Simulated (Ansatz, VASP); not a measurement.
# BAs: VASP beside Ansatz

```xyz
2
Lattice="0.0000 2.3919 2.3919 2.2723 0.0000 2.3919 2.2723 2.3919 0.0000" Properties=species:S:1:pos:R:3 pbc="T T T"
B     0.0000    0.0000    0.0000
As    1.1361    1.1959    1.1959
```

Change from the starting cell: uniaxial_x strain -5.0%.

Alike in both runs: task single point; functional PBE; k mesh 10 × 10 × 10; occupations fermi-dirac, width 0.02 eV; no spin polarisation.

|  | VASP | Ansatz |
| --- | --- | --- |
| version | VASP 6.6.1 | Ansatz 0.2.0 |
| potentials or method | VASP PAW PBE potentials, release 64 (B, As) | plane waves, PAW |
| plane-wave cutoff (eV) | 520 | 420 |
| valence electrons in the cell | 8 | 18 |

```csv
,VASP,Ansatz,Ansatz less VASP
pressure (GPa),10.9,10.1,-0.83
"traceless stress, the component that is largest in VASP (GPa)",6.72,6.77,+0.044
```

VASP's potentials hold 8 valence electrons a cell and Ansatz's 18, so a difference there can come from the potentials and not from the codes.
